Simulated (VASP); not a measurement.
SiNi2: single point with BLYP

The system is SiNi2.

```
Ni Si
1.0
     3.83600    0.00000    0.00000
    -1.91800    3.32207    0.00000
     0.00000    0.00000    4.94800
Ni Si
4 2
Direct
  0.66667 0.33333 0.75000
  0.33333 0.66667 0.25000
  0.00000 0.00000 0.50000
  0.00000 0.00000 0.00000
  0.66667 0.33333 0.25000
  0.33333 0.66667 0.75000
```

```
Program             : VASP 6.6.1
Task                : single point
Functional          : BLYP
Potentials or basis : VASP PAW PBE potentials, release 64 (Ni, Si)
Cutoff              : 520 eV
k mesh              : 8 × 8 × 6
Occupations         : fermi-dirac, width 0.05 eV
Spin                : collinear spin, ferromagnetic start
Starting moments    : [1.0, 1.0, 1.0, 1.0, 0.0, 0.0] μB
```

* Pressure: 21.8 GPa
* Band gap on the k mesh: zero (filled and empty bands overlap)
* Net moment: 0.00 μB per cell
* Valence electrons inside the program's atomic spheres: Ni 9.77, 9.51; Si 1.64

Stress tensor (GPa, compression positive):
```
22.88  0.00  0.00
 0.00 22.88  0.00
 0.00  0.00 19.53
```

Levels at points of the mesh, in eV from the Fermi level:
Spin up:
```tsv
k point	band 22	band 23	band 24	band 25	band 26	band 27
(0.00, 0.00, 0.00)	-0.68	0.06	2.89	2.96	2.96	3.01
(0.50, 0.00, 0.00)	-1.30	-1.07	-0.75	-0.64	1.15	1.91
(0.00, 0.00, 0.50)	-1.33	2.18	2.18	3.44	3.44	3.44
(0.50, 0.00, 0.50)	-1.35	-0.99	-0.99	1.00	1.00	3.06
```
Spin down:
| k point | band 21 | band 22 | band 23 | band 24 | band 25 | band 26 | band 27 | band 28 |
| --- | --- | --- | --- | --- | --- | --- | --- | --- |
| (0.00, 0.00, 0.00) | -0.68 | -0.68 | 0.06 | 2.89 | 2.96 | 2.96 | 3.01 | 3.01 |
| (0.50, 0.00, 0.00) | -1.46 | -1.30 | -1.07 | -0.75 | -0.64 | 1.15 | 1.91 | 3.16 |
| (0.00, 0.00, 0.50) | -1.33 | -1.33 | 2.18 | 2.18 | 3.44 | 3.44 | 3.44 | 3.44 |
| (0.50, 0.00, 0.50) | -1.35 | -1.35 | -0.99 | -0.99 | 1.00 | 1.00 | 3.06 | 3.06 |

It took 5.1 min on 1 thread of AMD EPYC 9R45 (Zen 5), with other jobs on the host, peak memory 0.25 GiB.

Caveat: the PAW data sets were made with another functional, which shifts forces and pressure a little.
